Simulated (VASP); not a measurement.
A run of VASP 6.6.1:

The input INCAR:

```
SYSTEM = Hf4N
ALGO = Normal
DIPOL = 0.5 0.5 0.307
EDIFF = 1E-7
ENCUT = 520
GGA = PE
IDIPOL = 3
ISIF = 2
ISMEAR = 0
IVDW = 12
LASPH = .True.
LCHARG = .False.
LDIPOL = .True.
LREAL = .False.
LWAVE = .False.
NBANDS = 56
NELM = 100
PREC = Accurate
SIGMA = 0.1
```

Contents of KPOINTS:

```
k-points
0
Gamma
  4 6 1
  0 0 0
```

File POSCAR:

```
Hf4N
1.0
    6.3423521406      0.0000000000      0.0000000000
    0.0000000000      5.0167614026      0.0000000000
    0.0000000000      0.0000000000     22.1665201410
Hf N
8 2
Direct
    0.0000000000      0.7500000000      0.1804523206
    0.5000000000      0.7500000000      0.1804523206
    0.2500000000      0.2500000000      0.2217506242
    0.7500000000      0.2500000000      0.2217506242
    0.2500000000      0.7500000000      0.2964821324
    0.7500000000      0.7500000000      0.2964821324
    0.0000000000      0.2500000000      0.3368377216
    0.5000000000      0.2500000000      0.3368377216
    0.1250000000      0.5000000000      0.4721769621
    0.1250000000      0.5000000000      0.5218013503
```

Potentials or basis: VASP PAW PBE potentials, release 64 (Hf_pv, N).

Command:

```console
$ cat potpaw_PBE.64/Hf_pv/POTCAR potpaw_PBE.64/N/POTCAR > POTCAR
$ mpirun -np 1 vasp_std > vasp.out
```

Hardware: 1 thread of Intel(R) Xeon(R) Platinum 8259CL CPU @ 2.50GHz (Skylake/Cascade Lake), with other jobs on the host.

Question: How long does it take, and how much memory?

Answer: It took 24 min on 1 thread of Intel(R) Xeon(R) Platinum 8259CL CPU @ 2.50GHz (Skylake/Cascade Lake), with other jobs on the host, peak memory 0.91 GiB. Counts: scf iterations 33, k points 14.
